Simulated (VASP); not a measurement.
# CsI (Pm-3m) in VASP: vibrations by perturbation theory with PBE

Aim: the vibrations by perturbation theory of CsI with PBE.

Everything below comes from runs of VASP 6.6.1. Logs are shortened: lines on timing, memory, paths and dates and some standing lists are left out, and cuts for length are marked.

## Step 1: The cell of the first run

Symmetry: Pm-3m, No. 221, cubic system. Conventional cell: a = 4.666 Å, b = 4.666 Å, c = 4.666 Å, α = 90.00°, β = 90.00°, γ = 90.00°. Cs (site symmetry m-3m) has 8 I at 4.04 Å and 6 Cs at 4.67 Å within 5.3 Å. I (site symmetry m-3m) has 8 Cs at 4.04 Å and 6 I at 4.67 Å within 5.3 Å.

## Step 2: Vibrations by perturbation theory, PBE

INCAR reads:

```
ALGO = Normal
EDIFF = 1E-8
ENCUT = 500
GGA = PE
GGA_COMPAT = F
IBRION = 8
ISIF = 2
ISMEAR = 0
LASPH = T
LCHARG = F
LREAL = F
LWAVE = F
NBANDS = 24
NELM = 120
NSW = 1
PREC = Accurate
SIGMA = 0.05
```

KPOINTS reads:

```
k-points
0
Gamma
  4 4 4
```

POSCAR reads:

```
CsI
1.0
   -4.6660147546      0.0000000000     -4.6660147546
    0.0000000000     -4.6660147546     -4.6660147546
   -4.6660147546     -4.6660147546      0.0000000000
Cs I
2 2
Direct
    0.5000000000      0.5000000000      0.5000000000
    0.0000000000      0.0000000000      0.0000000000
    0.2500000000      0.2500000000      0.2500000000
    0.7500000000      0.7500000000      0.7500000000
```

Potentials or basis: VASP PAW PBE potentials, release 64 (Cs_sv, I).

Launch:

```bash
$ cat potpaw_PBE.64/Cs_sv/POTCAR potpaw_PBE.64/I/POTCAR > POTCAR
$ mpirun -np 1 vasp_std > vasp.out
```

OUTCAR:

```text
EDIFF = 1E-8
   ENCUT = 500
   GGA = PE
   IBRION = 8
   ISIF = 2
   ISMEAR = 0
   LASPH = T
   LREAL = F
   NELM = 120
   NSW = 1
   PREC = Accurate

 ion  position               nearest neighbor table
   1  0.500  0.500  0.500-
   2  0.000  0.000  0.000-
   3  0.250  0.250  0.250-
   4  0.750  0.750  0.750-

  LATTYP: Found a face centered cubic cell.
 ALAT       =     9.3320295092

  Lattice vectors:

 A1 = (  -4.6660147546,   0.0000000000,  -4.6660147546)
 A2 = (   0.0000000000,  -4.6660147546,  -4.6660147546)
 A3 = (  -4.6660147546,  -4.6660147546,   0.0000000000)

Analysis of symmetry for initial positions (statically):
=====================================================================
 Subroutine PRICEL returns following result:

  LATTYP: Found a simple cubic cell.
 ALAT       =     4.6660147546

  Lattice vectors:

 A1 = (   0.0000000000,   4.6660147546,   0.0000000000)
 A2 = (   0.0000000000,   0.0000000000,  -4.6660147546)
 A3 = (  -4.6660147546,   0.0000000000,   0.0000000000)

   2 primitive cells build up your supercell.

 Routine SETGRP: Setting up the symmetry group for a
 face centered cubic supercell.

 Subroutine GETGRP returns: Found 48 space group operations
 (whereof 48 operations were pure point group operations)
 out of a pool of 48 trial point group operations.

The static configuration has the point symmetry O_h .

[... 399 lines left out ...]
     -4.66601     -4.66601     -4.66601         0.000000     -0.000000      0.000000
      0.00000      0.00000      0.00000        -0.000000      0.000000      0.000000
     -2.33301     -2.33301     -2.33301        -0.000000     -0.000000     -0.000000
     -6.99902     -6.99902     -6.99902        -0.000000      0.000000      0.000000
 -----------------------------------------------------------------------------------
    total drift:                                0.000000      0.000000      0.000000

  FREE ENERGIE OF THE ION-ELECTRON SYSTEM (eV)
  ---------------------------------------------------
  free  energy   TOTEN  =       -10.8857825825 eV

  energy  without entropy=      -10.8857825825  energy(sigma->0) =      -10.88578258

[... ionic steps 2 to 9 ...]

--------------------------------------- Ionic step       10  -------------------------------------------

 Free energy of the ion-electron system (eV)
  ---------------------------------------------------
  ---------------------------------------------------
  free energy    TOTEN  =        -0.09085707 eV

  energy without entropy =       -0.09085707

------------------------ aborting loop because EDIFF is reached ----------------------------------------

 INTERNAL STRAIN TENSOR  FOR ION    3  DIRECTION 1   (eV/Angst):
 -----------------------------------------------------------------------------
    -0.00123  0.00000 -0.00000
     0.00000  0.00061  0.00000
    -0.00000  0.00000  0.00061

 INTERNAL STRAIN TENSOR FOR ION    4 for displacements in x,y,z  (eV/Angst):
          X           Y           Z          XY          YZ          ZX
  --------------------------------------------------------------------------------
  x     0.00000     0.00000     0.00000     0.00000     0.00000     0.00000
  y     0.00000     0.00000     0.00000     0.00000     0.00000     0.00000
  z     0.00000     0.00000     0.00000     0.00000     0.00000     0.00000

 SECOND DERIVATIVES (NOT SYMMETRIZED)
 ------------------------------------
               1X          1Y          1Z          2X          2Y          2Z          3X          3Y          3Z          4X          4Y          4Z
  1X    -0.777848    0.000000    0.000000    0.257375    0.000000    0.000000    0.260237    0.000000    0.000000    0.260237    0.000000    0.000000
  1Y     0.000000   -0.777848    0.000000    0.000000    0.257375    0.000000    0.000000    0.260237    0.000000    0.000000    0.260237    0.000000
  1Z     0.000000    0.000000   -0.777848    0.000000    0.000000    0.257375    0.000000    0.000000    0.260237    0.000000    0.000000    0.260237
  2X     0.257375    0.000000    0.000000   -0.777848    0.000000    0.000000    0.260237    0.000000    0.000000    0.260237    0.000000    0.000000
  2Y     0.000000    0.257375    0.000000    0.000000   -0.777848    0.000000    0.000000    0.260237    0.000000    0.000000    0.260237    0.000000
  2Z     0.000000    0.000000    0.257375    0.000000    0.000000   -0.777848    0.000000    0.000000    0.260237    0.000000    0.000000    0.260237
  3X     0.262877    0.000000    0.000000    0.262877    0.000000    0.000000   -0.892934    0.000000    0.000000    0.367181    0.000000    0.000000
  3Y     0.000000    0.262877    0.000000    0.000000    0.262877    0.000000    0.000000   -0.892934    0.000000    0.000000    0.367181    0.000000
  3Z     0.000000    0.000000    0.262877    0.000000    0.000000    0.262877    0.000000    0.000000   -0.892934    0.000000    0.000000    0.367181
  4X     0.262877    0.000000    0.000000    0.262877    0.000000    0.000000    0.367181    0.000000    0.000000   -0.892934    0.000000    0.000000
  4Y     0.000000    0.262877    0.000000    0.000000    0.262877    0.000000    0.000000    0.367181    0.000000    0.000000   -0.892934    0.000000
  4Z     0.000000    0.000000    0.262877    0.000000    0.000000    0.262877    0.000000    0.000000    0.367181    0.000000    0.000000   -0.892934

 Eigenvectors and eigenvalues of the dynamical matrix
 ----------------------------------------------------

   1 f  =    1.557823 THz     9.788091 2PiTHz   51.963383 cm-1     6.442636 meV
             X         Y         Z           dx          dy          dz
     -4.666015 -4.666015 -4.666015     0.000000    0.000000   -0.000000
      0.000000  0.000000  0.000000     0.000000   -0.000000    0.000000
     -2.333007 -2.333007 -2.333007    -0.237572    0.665243    0.031796
     -6.999022 -6.999022 -6.999022     0.237572   -0.665243   -0.031796
[... 71 lines left out ...]
  12 f/i=    0.003540 THz     0.022240 2PiTHz    0.118069 cm-1     0.014639 meV
             X         Y         Z           dx          dy          dz
     -4.666015 -4.666015 -4.666015    -0.058748    0.468261    0.185233
      0.000000  0.000000  0.000000    -0.058748    0.468261    0.185233
     -2.333007 -2.333007 -2.333007    -0.057119    0.455272    0.180095
     -6.999022 -6.999022 -6.999022    -0.057119    0.455272    0.180095

--------------------------------------------------------------------------------------------------------

 ELASTIC MODULI CONTR FROM IONIC RELAXATION (kBar)
 Direction    XX          YY          ZZ          XY          YZ          ZX
 --------------------------------------------------------------------------------
 XX           0.0000      0.0000      0.0000      0.0000      0.0000      0.0000
 YY           0.0000      0.0000      0.0000      0.0000      0.0000      0.0000
 ZZ           0.0000      0.0000      0.0000      0.0000      0.0000      0.0000
 XY           0.0000      0.0000      0.0000      0.0000      0.0000      0.0000
 YZ           0.0000      0.0000      0.0000      0.0000      0.0000      0.0000
 ZX           0.0000      0.0000      0.0000      0.0000      0.0000      0.0000
 --------------------------------------------------------------------------------
```

OSZICAR:

```text
N       E                     dE             d eps       ncg     rms          rms(c)
DAV:   1     0.200514415931E+03    0.20051E+03   -0.11928E+04   384   0.106E+03
DAV:   2     0.764080312910E+01   -0.19287E+03   -0.18263E+03   560   0.176E+02
DAV:   3    -0.108714607470E+02   -0.18512E+02   -0.18456E+02   496   0.617E+01
DAV:   4    -0.111900755493E+02   -0.31861E+00   -0.31855E+00   464   0.975E+00
[... 43 lines left out ...]
RMM:  10    -0.908570529668E-01   -0.33874E-06   -0.47386E-09  1177   0.658E-05    0.105E-05
RMM:  11    -0.908571248498E-01   -0.71883E-07    0.24096E-08  1189   0.485E-05    0.134E-05
RMM:  12    -0.908570943402E-01    0.30510E-07    0.75042E-08  1156   0.365E-05    0.529E-06
RMM:  13    -0.908570765470E-01    0.17793E-07   -0.13952E-08  1084   0.350E-05    0.204E-06
RMM:  14    -0.908570666284E-01    0.99186E-08   -0.54337E-08  1038   0.343E-05    0.174E-07
 Linear response finished
```

It took 9.4 min on 1 thread of Intel Xeon 8259CL, shared host; peak memory 0.47 GiB.

Results:

| Item | Value |
| --- | --- |
| Highest phonon frequency at Γ, LO-TO splitting left out | 52 cm⁻¹ |

Phonon frequencies in cm⁻¹ (negative: imaginary):
```
              q point                       frequencies
(0.000, 0.000, 0.000)  0 0 0 46 46 46 47 47 47 52 52 52
```

Caveat: spin-orbit coupling is left out, which moves the levels of the heavy elements.
